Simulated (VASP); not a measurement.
Input of a VASP 6.6.1 run:

POSCAR

```
ZnO
1.0
    3.1691551016      0.0000000000      0.0000000000
   -1.5845775508      2.7445688265      0.0000000000
    0.0000000000      0.0000000000      5.1050165770
Zn O
2 2
Direct
    0.3333333333      0.6666666667      0.4996921304
    0.6666666667      0.3333333333     -0.0003078696
    0.6666666667      0.3333333333      0.3793178696
    0.3333333333      0.6666666667      0.8793178696
```

Contents of INCAR.step1:

```
PREC = Accurate ; ENCUT = 910
ISMEAR = 0 ; SIGMA = 0.02
LREAL = F ; LASPH = T
NELM = 120 ; NBANDS = 26
GGA = PE ; ALGO = Normal
EDIFF = 1E-5 ; LWAVE = T
LCHARG = F ; GGA_COMPAT = F
```

Contents of INCAR.step2:

```
PREC = Accurate ; ENCUT = 910
EDIFF = 1E-6 ; ISMEAR = 0
SIGMA = 0.02 ; LREAL = F
LASPH = T ; NELM = 120
ALGO = Normal ; ISIF = 2
LWAVE = F ; LCHARG = F
METAGGA = R2SCAN ; LMIXTAU = T
NBANDS = 26 ; ISTART = 1
GGA_COMPAT = F
```

KPOINTS

```
Automatic mesh
0
Gamma
  12 12 6
```

Potentials or basis: VASP PAW PBE potentials, release 64 (Zn, O_h).

Launch:

```bash
$ cat potpaw_PBE.64/Zn/POTCAR potpaw_PBE.64/O_h/POTCAR > POTCAR
$ cp INCAR.step1 INCAR
$ mpirun -np 1 vasp_std > vasp.out
$ cp INCAR.step2 INCAR
$ mpirun -np 1 vasp_std > vasp.out
```

Q: What does it give for the band gap on the k mesh?

A: 1.33 eV.

Q: Predict the largest force.

A: 0.004 eV/Å.

Q: Estimate the pressure.

A: 11.7 GPa.

Forces in eV/Å, atoms in the order of the input:
```
Zn   0.000  0.000  0.004
Zn   0.000  0.000  0.004
O    0.000  0.000 -0.004
O    0.000  0.000 -0.004
```

Caveat: the cell stands under pressure; the PAW data sets were made with another functional, which shifts forces and pressure a little.
